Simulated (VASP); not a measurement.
# Y2Si2F (P6/mmm) in VASP: a series of runs

Y2Si2F is run at these levels: PBE; tasks: single point, relaxation of cell and atoms.

Program: VASP 6.6.1. These are calculated values, not measurements. Logs are shortened: lines on timing, memory, paths and dates and some standing lists are left out, and cuts for length are marked.

## Step 1: The cell of the first run

It takes space group P6/mmm (No. 191, hexagonal). Conventional cell: a = 3.780 Å, b = 3.780 Å, c = 7.965 Å, α = 90.00°, β = 90.00°, γ = 120.00°. Within 2.4 Å of Y (site symmetry 6mm) lie 1 F at 1.84 Å. Within 2.9 Å of Si (site symmetry -6m2) lie 3 Si at 2.18 Å. Within 2.4 Å of F (site symmetry 6/mmm) lie 2 Y at 1.84 Å.

The cell was built from a structure type or drawn by symmetry, and may not be a known phase.

## Step 2: Single point, PBE

File INCAR:

```
SYSTEM = Y2Si2F
  ALGO = Normal
  EDIFF = 1E-6
  ENCUT = 520
  GGA = PE
  ISIF = 2
  ISMEAR = 0
  LASPH = .TRUE.
  LCHARG = .FALSE.
  LREAL = .FALSE.
  LWAVE = .FALSE.
  NBANDS = 26
  NELM = 80
  PREC = Accurate
  SIGMA = 0.1
```

File KPOINTS:

```
k-points
0
G
  6 6 2
  0 0 0
```

File POSCAR:

```
Y2Si2F
1.0
    3.7796459200      0.0000000000      0.0000000000
   -1.8898229600      3.2732693900      0.0000000000
    0.0000000000      0.0000000000      7.9654760900
Y Si F
2 2 1
Direct
    0.0000000000      0.0000000000      0.7693205500
    0.0000000000      0.0000000000      0.2306794500
    0.3333333300      0.6666666700      0.5000000000
    0.6666666700      0.3333333300      0.5000000000
    0.0000000000      0.0000000000      0.0000000000
```

Potentials or basis: VASP PAW PBE potentials, release 64 (Y_sv, Si, F).

Started as:

```sh
$ cat potpaw_PBE.64/Y_sv/POTCAR potpaw_PBE.64/Si/POTCAR potpaw_PBE.64/F/POTCAR > POTCAR
$ mpirun -np 1 vasp_std > vasp.out
```

OUTCAR:

```text
SYSTEM = Y2Si2F
   EDIFF = 1E-6
   ENCUT = 520
   GGA = PE
   ISIF = 2
   ISMEAR = 0
   LASPH = .TRUE.
   LREAL = .FALSE.
   NELM = 80
   PREC = Accurate

 ion  position               nearest neighbor table
   1  0.000  0.000  0.769-   5 1.84   4 3.06   3 3.06   4 3.06   3 3.06   4 3.06   3 3.06   2 3.67
                             2 4.29
   2  0.000  0.000  0.231-   5 1.84   4 3.06   3 3.06   4 3.06   3 3.06   4 3.06   3 3.06   1 3.67
                             1 4.29
   3  0.333  0.667  0.500-   4 2.18   4 2.18   4 2.18   1 3.06   2 3.06   2 3.06   1 3.06   2 3.06
                             1 3.06
   4  0.667  0.333  0.500-   3 2.18   3 2.18   3 2.18   1 3.06   2 3.06   1 3.06   2 3.06   1 3.06
                             2 3.06
   5  0.000  0.000  0.000-   1 1.84   2 1.84

  LATTYP: Found a hexagonal cell.
 ALAT       =     3.7796459200
 C/A-ratio  =     2.1074662174

  Lattice vectors:

 A1 = (   3.7796459200,   0.0000000000,   0.0000000000)
 A2 = (  -1.8898229600,   3.2732693900,   0.0000000000)
 A3 = (   0.0000000000,   0.0000000000,   7.9654760900)

Analysis of symmetry for initial positions (statically):
=====================================================================
 Subroutine PRICEL returns:
 Original cell was already a primitive cell.

 Routine SETGRP: Setting up the symmetry group for a
 hexagonal supercell.

 Subroutine GETGRP returns: Found 24 space group operations
 (whereof 24 operations were pure point group operations)
 out of a pool of 24 trial point group operations.

The static configuration has the point symmetry D_6h.

Analysis of symmetry for dynamics (positions and initial velocities):
=====================================================================
 Subroutine PRICEL returns:
 Original cell was already a primitive cell.

 Routine SETGRP: Setting up the symmetry group for a
 hexagonal supercell.

 Subroutine GETGRP returns: Found 24 space group operations
 (whereof 24 operations were pure point group operations)
 out of a pool of 24 trial point group operations.

The dynamic configuration has the point symmetry D_6h.

 Subroutine INISYM returns: Found 24 space group operations
 (whereof 24 operations are pure point group operations),
 and found     1 'primitive' translations

----------------------------------------------------------------------------------------

                                     Primitive cell

  volume of cell :      98.5473

  direct lattice vectors                    reciprocal lattice vectors
     3.779645920  0.000000000  0.000000000     0.264575048  0.152752475  0.000000000
    -1.889822960  3.273269390  0.000000000     0.000000000  0.305504950  0.000000000
     0.000000000  0.000000000  7.965476090     0.000000000  0.000000000  0.125541774

  length of vectors
     3.779645920  3.779645925  7.965476090     0.305504950  0.305504950  0.125541774

  position of ions in fractional coordinates (direct lattice)
     0.000000000  0.000000000  0.769320550
     0.000000000  0.000000000  0.230679450
     0.333333330  0.666666670  0.500000000
     0.666666670  0.333333330  0.500000000
     0.000000000  0.000000000  0.000000000

  ion indices of the primitive-cell ions
   primitive index   ion index
                 1           1
                 2           2
                 3           3
                 4           4
                 5           5

----------------------------------------------------------------------------------------

 KPOINTS: k-points

Automatic generation of k-mesh.
 Grid dimensions read from file:
 generate k-points for:    6    6    2

 Generating k-lattice:

  Cartesian coordinates                     Fractional coordinates (reciprocal lattice)
     0.044095841  0.025458746  0.000000000     0.166666667  0.000000000  0.000000000
     0.000000000  0.050917492  0.000000000     0.000000000  0.166666667  0.000000000
     0.000000000  0.000000000  0.062770887     0.000000000  0.000000000  0.500000000

  Length of vectors
     0.050917492  0.050917492  0.062770887

  Shift w.r.t. Gamma in fractional coordinates (k-lattice)
     0.000000000  0.000000000  0.000000000

 Subroutine IBZKPT returns following result:
 ===========================================

 Found     14 irreducible k-points:

 Following reciprocal coordinates:
            Coordinates               Weight
  0.000000  0.000000  0.000000      1.000000
  0.166667  0.000000  0.000000      6.000000
  0.333333  0.000000  0.000000      6.000000
  0.500000  0.000000  0.000000      3.000000
  0.166667  0.166667  0.000000      6.000000
  0.333333  0.166667  0.000000     12.000000
  0.333333  0.333333  0.000000      2.000000
  0.000000  0.000000  0.500000      1.000000
  0.166667  0.000000  0.500000      6.000000
  0.333333  0.000000  0.500000      6.000000
  0.500000  0.000000  0.500000      3.000000
  0.166667  0.166667  0.500000      6.000000
  0.333333  0.166667  0.500000     12.000000
  0.333333  0.333333  0.500000      2.000000
   k-points           NKPTS =     14   k-points in BZ     NKDIM =     14   number of bands    NBANDS=     26
   number of dos      NEDOS =    301   number of ions     NIONS =      5
   total plane-waves  NPLWV =  47040
   dimension x,y,z NGX =    28 NGY =   28 NGZ =   60
   dimension x,y,z NGXF=    56 NGYF=   56 NGZF=  120
   ions per type =               2   2   1
   NGX,Y,Z   is equivalent  to a cutoff of  12.32, 12.32, 12.52 a.u.
   NGXF,Y,Z  is equivalent  to a cutoff of  24.63, 24.63, 25.04 a.u.
 SYSTEM =  Y2Si2F
   PREC   = accura    normal or accurate (medium, high low for compatibility)
   ISTART =      0    job   : 0-new  1-cont  2-samecut
   ICHARG =      2    charge: 1-file 2-atom 10-const
   ISPIN  =      1    spin polarized calculation?
   LNONCOLLINEAR =      F non collinear calculations
   LSORBIT =      F    spin-orbit coupling
   LASPH  =      T    aspherical Exc in radial PAW
   ENCUT  =  520.0 eV  38.22 Ry    6.18 a.u.   7.03  7.03 14.81*2*pi/ulx,y,z
   NELM   =     80;   NELMIN=  2; NELMDL= -5     # of ELM steps
   EDIFF  = 0.1E-05   stopping-criterion for ELM
   LREAL  =      F    real-space projection
   EDIFFG = 0.1E-04   stopping-criterion for IOM
   NSW    =      0    number of steps for IOM
   IBRION =     -1    ionic relax: 0-MD 1-quasi-New 2-CG
   NFREE  =      0    steps in history (QN), initial steepest desc. (CG)
   ISIF   =      2    stress and relaxation
   ISYM   =      2    0-nonsym 1-usesym 2-fastsym
   POTIM  = 0.5000    time-step for ionic-motion
   TEBEG  =    0.0;   TEEND  =   0.0 temperature during run
   PSTRESS=    0.0 pullay stress
   NELECT =      37.0000    total number of electrons
   NUPDOWN=      -1.0000    fix difference up-down
   EMIN   =  10.00;   EMAX   =-10.00  energy-range for DOS
   EFERMI =   0.00;   METHOD = LEGACY
   ISMEAR =     0;   SIGMA  =   0.10  broadening in eV -4-tet -1-fermi 0-gaus
   EFERMI_NEDOS =   21; number of points for ismear=-14 and -15
   IALGO  =     38    algorithm
   IMIX   =      4    mixing-type and parameters
     AMIX     =   0.40;   BMIX     =  1.00
     AMIX_MAG =   1.60;   BMIX_MAG =  1.00
  volume/ion in A,a.u.               =      19.71       133.01
  Fermi-wavevector in a.u.,A,eV,Ry     =   1.181029  2.231821 18.977805  1.394829
  Thomas-Fermi vector in A             =   2.317310
   LORBIT       =      0    0 simple, 1 ext, 2 COOP (PROOUT), +10 PAW based schemes
   GGA     = PE    functional components
   LHFCALC =     F    Hartree Fock is set to
   AEXX    =    0.0000 exact exchange contribution
   IVDW    =     0    specifies the selected vdW correction
   LEPSILON=     F    determine dielectric tensor
   LRPA    =     F    only Hartree local field effects (RPA)
 non-spin polarized calculation
 Gauss-broadening in eV      SIGMA  =   0.10
  energy-cutoff  :      520.00
  volume of cell :       98.55
 maximum number of plane-waves:      2667
   NGX = 15   NGY = 15   NGZ = 29

 number of electron      37.0000005 magnetization

 Free energy of the ion-electron system (eV)
  ---------------------------------------------------
  ext. energy  EPLUGINS =         0.00000000
  ---------------------------------------------------
  free energy    TOTEN  =       -29.32852229 eV

  energy without entropy =      -29.30938946  energy(sigma->0) =      -29.31895587

 E-fermi :   6.0006     XC(G=0):  -9.9413

 val. band max:        5.9896443222   @ k =   0.1667   0.1667   0.0000
 cond. band min:       6.0314125866   @ k =   0.0000   0.0000   0.0000
 fundamental gap:      0.0417682643
 Fermi energy:         6.0006364071

 k-point     1 :       0.0000    0.0000    0.0000
  band No.  band energies     occupation
      1     -37.2248      2.00000
      2     -37.1523      2.00000
      3     -23.7597      2.00000
      4     -18.1500      2.00000
      5     -16.9888      2.00000
      6     -16.9888      2.00000
[... 18 lines left out ...]
     25       7.9831      0.00000
     26       7.9831      0.00000

 k-point     2 :       0.1667    0.0000    0.0000
  band No.  band energies     occupation
      1     -37.2191      2.00000
      2     -37.1467      2.00000
      3     -23.7533      2.00000
      4     -18.1405      2.00000
      5     -17.0644      2.00000
      6     -17.0110      2.00000
[... 18 lines left out ...]
     25       8.5667      0.00000
     26       8.6920      0.00000

 k-point     3 :       0.3333    0.0000    0.0000
  band No.  band energies     occupation
      1     -37.2075      2.00000
      2     -37.1354      2.00000
      3     -23.7404      2.00000
      4     -18.1214      2.00000
      5     -17.2108      2.00000
      6     -17.1495      2.00000
[... 282 lines left out ...]
 k-point    13 :       0.3333    0.1667    0.5000
  band No.  band energies     occupation
      1     -37.2006      2.00000
      2     -37.1310      2.00000
      3     -23.7309      2.00000
      4     -18.1446      2.00000
      5     -17.2332      2.00000
      6     -17.1935      2.00000
[... 18 lines left out ...]
     25       9.1266      0.00000
     26      10.0357      0.00000

 k-point    14 :       0.3333    0.3333    0.5000
  band No.  band energies     occupation
      1     -37.1977      2.00000
      2     -37.1281      2.00000
      3     -23.7277      2.00000
      4     -18.1380      2.00000
      5     -17.1835      2.00000
      6     -17.1835      2.00000
[... 18 lines left out ...]
     25       9.1411      0.00000
     26      10.0363      0.00000

------------------------ aborting loop because EDIFF is reached ----------------------------------------

  FORCE on cell =-STRESS in cart. coord.  units (eV):
  Direction    XX          YY          ZZ          XY          YZ          ZX
  --------------------------------------------------------------------------------------
  -------------------------------------------------------------------------------------
  Total        7.3841172      7.3841172     25.8503339      0.0000000     -0.0000000      0.0000000
  in kB      120.0506613    120.0506618    420.2736240      0.0000000     -0.0000000      0.0000000
  external PRESSURE =     220.1249824 kB  Pullay stress =       0.0000000 kB

 VOLUME and BASIS-vectors are now :
 -----------------------------------------------------------------------------
  energy-cutoff  :      520.00
  volume of cell :       98.55
      direct lattice vectors                 reciprocal lattice vectors
     3.779645920  0.000000000  0.000000000     0.264575048  0.152752475  0.000000000
    -1.889822960  3.273269390  0.000000000     0.000000000  0.305504950  0.000000000
     0.000000000  0.000000000  7.965476090     0.000000000  0.000000000  0.125541774

 POSITION                                       TOTAL-FORCE (eV/Angst)
 -----------------------------------------------------------------------------------
      0.00000      0.00000      6.12800        -0.000000     -0.000000     -8.162398
      0.00000      0.00000      1.83747        -0.000000      0.000000      8.162398
     -0.00000      2.18218      3.98274         0.000000      0.000000      0.000000
      1.88982      1.09109      3.98274        -0.000000     -0.000000     -0.000000
      0.00000      0.00000      0.00000        -0.000000      0.000000      0.000000
 -----------------------------------------------------------------------------------
    total drift:                               -0.000000     -0.000000     -0.000000

  FREE ENERGIE OF THE ION-ELECTRON SYSTEM (eV)
  ---------------------------------------------------
  free  energy   TOTEN  =       -29.3285222884 eV

  energy  without entropy=      -29.3093894574  energy(sigma->0) =      -29.31895587
```

Wall time 32 s (1 thread of Intel Xeon Platinum 8488C (Sapphire Rapids), shared host); peak memory 0.22 GiB.

Results:

```yaml
Free_energy: -29.3285 eV
Pressure: 22.0 GPa
Largest_force: 8.162 eV/Å
Band_gap_on_the_k_mesh: zero (an odd number of electrons rules out a gap without spin polarisation)
```

Forces in eV/Å, atoms in the order of the input:
```
Y    0.000  0.000 -8.162
Y    0.000  0.000  8.162
Si   0.000  0.000  0.000
Si   0.000  0.000  0.000
F    0.000  0.000  0.000
```

Stress tensor (GPa, compression positive):
```
12.01  0.00  0.00
 0.00 12.01  0.00
 0.00  0.00 42.03
```

Levels at points of the mesh, in eV from the Fermi level:
```tsv
k point	band 14	band 15	band 16	band 17	band 18	band 19	band 20	band 21	band 22	band 23
(0.00, 0.00, 0.00)	-5.74	-3.36	-3.10	-3.10	0.03	0.03	0.48	0.87	1.01	1.01
(0.50, 0.00, 0.00)	-8.99	-4.57	-3.64	-2.81	-2.11	0.17	0.96	1.53	1.76	2.62
(0.00, 0.00, 0.50)	-5.92	-3.09	-3.09	-2.28	-1.52	-0.20	-0.20	0.84	0.84	0.87
(0.50, 0.00, 0.50)	-8.43	-4.63	-3.54	-2.98	-1.77	0.82	1.11	1.57	1.72	2.14
```

Caveat: the k points lie up to 0.39 Å⁻¹ apart, too coarse for converged energies and pressures of a metal; an odd number of electrons without spin polarisation forces a metal; a magnetic or distorted state may lie lower.

## Step 3: Single point, PBE

This run uses another cell than the first one, of 23.61 Å³/atom.

File INCAR:

```
SYSTEM = Y2Si2F
  PREC = Accurate
  ENCUT = 520
  EDIFF = 1E-7
  ISMEAR = 0
  SIGMA = 0.1
  LREAL = .False.
  LASPH = .True.
  NELM = 60
  ALGO = Normal
  ISIF = 2
  LWAVE = .False.
  LCHARG = .False.
  GGA = PE
  NBANDS = 26
```

File KPOINTS:

```
regular mesh
0
Gamma
  6 6 2
  0 0 0
```

File POSCAR:

```
Y2Si2F
1.0
    4.1336080735      0.0000000000      0.0000000000
   -2.0668040368      3.5798096010      0.0000000000
    0.0000000000      0.0000000000      7.9792129261
Y Si F
2 2 1
Direct
    0.0000000000      0.0000000000      0.7239730591
    0.0000000000      0.0000000000      0.2760269409
    0.3333333333      0.6666666667      0.5000000000
    0.6666666667      0.3333333333      0.5000000000
    0.0000000000      0.0000000000      0.0000000000
```

Potentials or basis: VASP PAW PBE potentials, release 64 (Y_sv, Si, F).

Started as:

```sh
$ cat potpaw_PBE.64/Y_sv/POTCAR potpaw_PBE.64/Si/POTCAR potpaw_PBE.64/F/POTCAR > POTCAR
$ mpirun -np 1 vasp_std > vasp.out
```

OUTCAR:

```text
SYSTEM = Y2Si2F
   PREC = Accurate
   ENCUT = 520
   EDIFF = 1E-7
   ISMEAR = 0
   LREAL = .False.
   LASPH = .True.
   NELM = 60
   ISIF = 2
   GGA = PE

 ion  position               nearest neighbor table
   1  0.000  0.000  0.724-   5 2.20   4 2.98   3 2.98   4 2.98   3 2.98   4 2.98   3 2.98   2 3.57

   2  0.000  0.000  0.276-   5 2.20   4 2.98   3 2.98   4 2.98   3 2.98   4 2.98   3 2.98   1 3.57

   3  0.333  0.667  0.500-   4 2.39   4 2.39   4 2.39   1 2.98   2 2.98   2 2.98   1 2.98   2 2.98
                             1 2.98
   4  0.667  0.333  0.500-   3 2.39   3 2.39   3 2.39   1 2.98   2 2.98   1 2.98   2 2.98   1 2.98
                             2 2.98
   5  0.000  0.000  0.000-   1 2.20   2 2.20
[... 599 lines left out ...]
  -------------------------------------------------------------------------------------
  Total       -0.0025082     -0.0025082     -0.0013134      0.0000000      0.0000000     -0.0000000
  in kB       -0.0340348     -0.0340348     -0.0178226      0.0000000      0.0000000     -0.0000000
  external PRESSURE =      -0.0286307 kB  Pullay stress =       0.0000000 kB

 VOLUME and BASIS-vectors are now :
 -----------------------------------------------------------------------------
  energy-cutoff  :      520.00
  volume of cell :      118.07
      direct lattice vectors                 reciprocal lattice vectors
     4.133608073  0.000000000  0.000000000     0.241919404  0.139672233  0.000000000
    -2.066804037  3.579809601  0.000000000     0.000000000  0.279344466  0.000000000
     0.000000000  0.000000000  7.979212926     0.000000000  0.000000000  0.125325644

 POSITION                                       TOTAL-FORCE (eV/Angst)
 -----------------------------------------------------------------------------------
      0.00000      0.00000      5.77674        -0.000000     -0.000000     -0.006894
      0.00000      0.00000      2.20248         0.000000      0.000000      0.006894
     -0.00000      2.38654      3.98961         0.000000      0.000000     -0.000000
      2.06680      1.19327      3.98961        -0.000000     -0.000000     -0.000000
      0.00000      0.00000      0.00000         0.000000      0.000000     -0.000000
 -----------------------------------------------------------------------------------
    total drift:                                0.000000     -0.000000     -0.000000

  FREE ENERGIE OF THE ION-ELECTRON SYSTEM (eV)
  ---------------------------------------------------
  free  energy   TOTEN  =       -32.3061960644 eV

  energy  without entropy=      -32.2946809740  energy(sigma->0) =      -32.30043852
```

It took 49 s on 1 thread of Intel Xeon Platinum 8488C (Sapphire Rapids), shared host; peak memory 0.26 GiB.

What came out:

| Quantity | Value |
| --- | --- |
| Free energy | -32.3062 eV |
| Pressure | 0.0 GPa |
| Largest force | 0.007 eV/Å |
| Band gap on the k mesh | zero (an odd number of electrons rules out a gap without spin polarisation) |

Forces on the atoms (eV/Å):
```
Y    0.000  0.000 -0.007
Y    0.000  0.000  0.007
Si   0.000  0.000  0.000
Si   0.000  0.000  0.000
F    0.000  0.000  0.000
```

Caveat: the k points lie up to 0.39 Å⁻¹ apart, too coarse for converged energies and pressures of a metal; an odd number of electrons without spin polarisation forces a metal; a magnetic or distorted state may lie lower.

(Continued in part 2 of 2.)
